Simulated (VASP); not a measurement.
# BeAs (F-43m) in VASP: relaxation of cell and atoms with PBE

Aim: the relaxation of cell and atoms of BeAs with PBE.

Program: VASP 6.6.1. These are calculated values, not measurements. Logs are shortened: lines on timing, memory, paths and dates and some standing lists are left out, and cuts for length are marked.

## (1) The cell of the first run

The structure is cubic, space group F-43m (No. 216). The conventional cell has a = 5.168 Å, b = 5.168 Å, c = 5.168 Å, α = 90.00°, β = 90.00°, γ = 90.00°. Within 3.0 Å of Be (site symmetry -43m) lie 4 As at 2.24 Å. Within 3.0 Å of As (site symmetry -43m) lie 4 Be at 2.24 Å.

## (2) Relaxation of cell and atoms, PBE

The input, INCAR:

```
SYSTEM = BeAs
PREC = Accurate
ENCUT = 600
EDIFF = 1E-6
ISMEAR = 0
SIGMA = 0.1
LREAL = .False.
LASPH = .True.
NELM = 60
ALGO = Normal
ISIF = 3
LWAVE = .False.
LCHARG = .False.
GGA = PE
IBRION = 2
NSW = 100
EDIFFG = -0.01
```

The input, KPOINTS:

```
Automatic mesh
0
Gamma
  18 18 18
  0 0 0
```

The input, POSCAR:

```
BeAs
1.0
    0.0000000000      2.5841686250      2.5841686250
    2.5841686250      0.0000000000      2.5841686250
    2.5841686250      2.5841686250      0.0000000000
Be As
1 1
Direct
    0.0000000000      0.0000000000      0.0000000000
    0.2500000000      0.2500000000      0.2500000000
```

Potentials or basis: VASP PAW PBE potentials, release 64 (Be, As).

Run with:

```console
cat potpaw_PBE.64/Be/POTCAR potpaw_PBE.64/As/POTCAR > POTCAR
mpirun -np 1 vasp_std > vasp.out
```

OUTCAR:

```text
SYSTEM = BeAs
   PREC = Accurate
   ENCUT = 600
   EDIFF = 1E-6
   ISMEAR = 0
   LREAL = .False.
   LASPH = .True.
   NELM = 60
   ISIF = 3
   GGA = PE
   IBRION = 2
   NSW = 100
   EDIFFG = -0.01

 ion  position               nearest neighbor table
   1  0.000  0.000  0.000-   2 2.24   2 2.24   2 2.24   2 2.24
   2  0.250  0.250  0.250-   1 2.24   1 2.24   1 2.24   1 2.24

  LATTYP: Found a face centered cubic cell.
 ALAT       =     5.1683372500

  Lattice vectors:

 A1 = (   0.0000000000,   2.5841686250,   2.5841686250)
 A2 = (   2.5841686250,   0.0000000000,   2.5841686250)
 A3 = (   2.5841686250,   2.5841686250,   0.0000000000)

Analysis of symmetry for initial positions (statically):
=====================================================================
 Subroutine PRICEL returns:
 Original cell was already a primitive cell.

 Routine SETGRP: Setting up the symmetry group for a
 face centered cubic supercell.

 Subroutine GETGRP returns: Found 24 space group operations
 (whereof 24 operations were pure point group operations)
 out of a pool of 48 trial point group operations.

The static configuration has the point symmetry T_d .

Analysis of symmetry for dynamics (positions and initial velocities):
=====================================================================
 Subroutine PRICEL returns:
 Original cell was already a primitive cell.

 Routine SETGRP: Setting up the symmetry group for a
 face centered cubic supercell.

 Subroutine GETGRP returns: Found 24 space group operations
 (whereof 24 operations were pure point group operations)
 out of a pool of 48 trial point group operations.

The dynamic configuration has the point symmetry T_d .

 Subroutine INISYM returns: Found 24 space group operations
 (whereof 24 operations are pure point group operations),
 and found     1 'primitive' translations

----------------------------------------------------------------------------------------

                                     Primitive cell

  volume of cell :      34.5138

  direct lattice vectors                    reciprocal lattice vectors
     0.000000000  2.584168625  2.584168625    -0.193485826  0.193485826  0.193485826
     2.584168625  0.000000000  2.584168625     0.193485826 -0.193485826  0.193485826
     2.584168625  2.584168625  0.000000000     0.193485826  0.193485826 -0.193485826

  length of vectors
     3.654566317  3.654566317  3.654566317     0.335127281  0.335127281  0.335127281

  position of ions in fractional coordinates (direct lattice)
     0.000000000  0.000000000  0.000000000
     0.250000000  0.250000000  0.250000000

  ion indices of the primitive-cell ions
   primitive index   ion index
                 1           1
                 2           2

----------------------------------------------------------------------------------------

 KPOINTS: Automatic mesh

Automatic generation of k-mesh.
 Grid dimensions read from file:
 generate k-points for:   18   18   18

 Generating k-lattice:

  Cartesian coordinates                     Fractional coordinates (reciprocal lattice)
    -0.010749213  0.010749213  0.010749213     0.055555556  0.000000000  0.000000000
     0.010749213 -0.010749213  0.010749213     0.000000000  0.055555556  0.000000000
     0.010749213  0.010749213 -0.010749213     0.000000000  0.000000000  0.055555556

  Length of vectors
[... 48 lines left out ...]
   ICHARG =      2    charge: 1-file 2-atom 10-const
   ISPIN  =      1    spin polarized calculation?
   LNONCOLLINEAR =      F non collinear calculations
   LSORBIT =      F    spin-orbit coupling
   LASPH  =      T    aspherical Exc in radial PAW
   ENCUT  =  600.0 eV  44.10 Ry    6.64 a.u.   7.30  7.30  7.30*2*pi/ulx,y,z
   NELM   =     60;   NELMIN=  2; NELMDL= -5     # of ELM steps
   EDIFF  = 0.1E-05   stopping-criterion for ELM
   LREAL  =      F    real-space projection
   EDIFFG = -.1E-01   stopping-criterion for IOM
   NSW    =    100    number of steps for IOM
   IBRION =      2    ionic relax: 0-MD 1-quasi-New 2-CG
   NFREE  =      1    steps in history (QN), initial steepest desc. (CG)
   ISIF   =      3    stress and relaxation
   ISYM   =      2    0-nonsym 1-usesym 2-fastsym
   POTIM  = 0.5000    time-step for ionic-motion
   TEBEG  =    0.0;   TEEND  =   0.0 temperature during run
   PSTRESS=    0.0 pullay stress
   NELECT =       7.0000    total number of electrons
   NUPDOWN=      -1.0000    fix difference up-down
   EMIN   =  10.00;   EMAX   =-10.00  energy-range for DOS
   EFERMI =   0.00;   METHOD = LEGACY
   ISMEAR =     0;   SIGMA  =   0.10  broadening in eV -4-tet -1-fermi 0-gaus
   EFERMI_NEDOS =   21; number of points for ismear=-14 and -15
   IALGO  =     38    algorithm
   IMIX   =      4    mixing-type and parameters
     AMIX     =   0.40;   BMIX     =  1.00
     AMIX_MAG =   1.60;   BMIX_MAG =  1.00
  volume/ion in A,a.u.               =      17.26       116.46
  Fermi-wavevector in a.u.,A,eV,Ry     =   0.961856  1.817644 12.587657  0.925167
  Thomas-Fermi vector in A             =   2.091264
   LORBIT       =      0    0 simple, 1 ext, 2 COOP (PROOUT), +10 PAW based schemes
   GGA     = PE    functional components
   LHFCALC =     F    Hartree Fock is set to
   AEXX    =    0.0000 exact exchange contribution
   IVDW    =     0    specifies the selected vdW correction
   LEPSILON=     F    determine dielectric tensor
   LRPA    =     F    only Hartree local field effects (RPA)
 conjugate gradient relaxation of ions
 non-spin polarized calculation
 Gauss-broadening in eV      SIGMA  =   0.10
  energy-cutoff  :      600.00
  volume of cell :       34.51
 maximum number of plane-waves:      1177
 NGX is ok and might be reduce to    30
   NGX = 15   NGY = 15   NGZ = 15

--------------------------------------- Ionic step        1  -------------------------------------------

 number of electron       7.0000000 magnetization

 Free energy of the ion-electron system (eV)
  ---------------------------------------------------
  ext. energy  EPLUGINS =         0.00000000
  ---------------------------------------------------
  free energy    TOTEN  =        -8.16349523 eV

  energy without entropy =       -8.15739082  energy(sigma->0) =       -8.16044303

------------------------ aborting loop because EDIFF is reached ----------------------------------------

  FORCE on cell =-STRESS in cart. coord.  units (eV):
  Direction    XX          YY          ZZ          XY          YZ          ZX
  --------------------------------------------------------------------------------------
  -------------------------------------------------------------------------------------
  Total        0.0956907      0.0956907      0.0956907      0.0000000      0.0000000     -0.0000000
  in kB        4.4420940      4.4420940      4.4420940      0.0000000      0.0000000     -0.0000000
  external PRESSURE =       4.4420940 kB  Pullay stress =       0.0000000 kB

 VOLUME and BASIS-vectors are now :
 -----------------------------------------------------------------------------
  energy-cutoff  :      600.00
  volume of cell :       34.51
      direct lattice vectors                 reciprocal lattice vectors
     0.000000000  2.584168625  2.584168625    -0.193485826  0.193485826  0.193485826
     2.584168625  0.000000000  2.584168625     0.193485826 -0.193485826  0.193485826
     2.584168625  2.584168625  0.000000000     0.193485826  0.193485826 -0.193485826

 POSITION                                       TOTAL-FORCE (eV/Angst)
 -----------------------------------------------------------------------------------
      0.00000      0.00000      0.00000         0.000000      0.000000      0.000000
      1.29208      1.29208      1.29208        -0.000000     -0.000000     -0.000000
 -----------------------------------------------------------------------------------
    total drift:                                0.000000      0.000000      0.000000

  FREE ENERGIE OF THE ION-ELECTRON SYSTEM (eV)
  ---------------------------------------------------
  free  energy   TOTEN  =        -8.1634952349 eV

  energy  without entropy=       -8.1573908231  energy(sigma->0) =       -8.16044303

--------------------------------------- Ionic step        2  -------------------------------------------

 number of electron       7.0000000 magnetization

 Free energy of the ion-electron system (eV)
  ---------------------------------------------------
  ext. energy  EPLUGINS =         0.00000000
  ---------------------------------------------------
  free energy    TOTEN  =        -8.16377821 eV

  energy without entropy =       -8.15762228  energy(sigma->0) =       -8.16070024

 E-fermi :   2.9489     XC(G=0):  -9.4035

 val. band max:        2.9475801894   @ k =   0.3333   0.1111   0.0556
 cond. band min:       2.9554019746   @ k =   0.4444   0.1111   0.0000
 fundamental gap:      0.0078217852
 Fermi energy:         2.9488828997

 k-point     1 :       0.0000    0.0000    0.0000
  band No.  band energies     occupation
      1      -8.8132      2.00000
      2       4.6545      0.00000
      3       4.6545      0.00000
      4       4.6545      0.00000
      5       8.3245      0.00000
      6       8.3245      0.00000
      7       8.3245      0.00000
[... 221 lines left out ...]
 k-point    24 :      -0.2222    0.0556    0.0000
  band No.  band energies     occupation
      1      -8.1315      2.00000
      2       0.9423      2.00000
      3       3.4249      0.00000
      4       4.0393      0.00000
      5       8.4643      0.00000
      6       9.1696      0.00000
      7       9.5996      0.00000

 [... further k-points ...]
[... 5 lines left out ...]
  --------------------------------------------------------------------------------------
  -------------------------------------------------------------------------------------
  Total       -0.0105527     -0.0105527     -0.0105527      0.0000000     -0.0000000     -0.0000000
  in kB       -0.4864922     -0.4864922     -0.4864922      0.0000000     -0.0000000     -0.0000000
  external PRESSURE =      -0.4864922 kB  Pullay stress =       0.0000000 kB

 VOLUME and BASIS-vectors are now :
 -----------------------------------------------------------------------------
  energy-cutoff  :      600.00
  volume of cell :       34.75
      direct lattice vectors                 reciprocal lattice vectors
     0.000000000  2.590133368  2.590133368    -0.193040253  0.193040253  0.193040253
     2.590133368  0.000000000  2.590133368     0.193040253 -0.193040253  0.193040253
     2.590133368  2.590133368 -0.000000000     0.193040253  0.193040253 -0.193040253

 POSITION                                       TOTAL-FORCE (eV/Angst)
 -----------------------------------------------------------------------------------
      0.00000      0.00000      0.00000         0.000000      0.000000      0.000000
      1.29507      1.29507      1.29507        -0.000000     -0.000000     -0.000000
 -----------------------------------------------------------------------------------
    total drift:                                0.000000      0.000000      0.000000

  FREE ENERGIE OF THE ION-ELECTRON SYSTEM (eV)
  ---------------------------------------------------
  free  energy   TOTEN  =        -8.1637782091 eV

  energy  without entropy=       -8.1576222807  energy(sigma->0) =       -8.16070024

 reached required accuracy - stopping structural energy minimisation
```

Run time: 37 s. Hardware: 1 thread of Intel Xeon 6975P-C (Granite Rapids), shared host; peak memory 0.23 GiB.

What came out:

```yaml
Free_energy: -8.1638 eV
Relaxed_volume: 17.38 Å³/atom
Relaxed_cell: a = 3.663 Å, b = 3.663 Å, c = 3.663 Å, α = 60.00°, β = 60.00°, γ = 60.00°
Space_group_after_relaxing_to_0.1_Å: F-43m (No. 216)
Energy_gained_by_relaxing: 0.1 meV/atom
Ionic_steps: 2
Pressure_after_relaxing: 0.0 GPa
Band_gap_on_the_k_mesh: zero (an odd number of electrons rules out a gap without spin polarisation)
```

Step by step:
```csv
step,energy change (eV),largest force (eV/Å),pressure (GPa),volume (Å³)
1,0.0000,0.0000,0.44,34.51
2,-0.0003,0.0000,-0.05,34.75
```

Final structure:
```
Be As
1.0
     0.00000    2.59013    2.59013
     2.59013    0.00000    2.59013
     2.59013    2.59013    0.00000
Be As
1 1
Direct
  0.00000 0.00000 0.00000
  0.25000 0.25000 0.25000
```
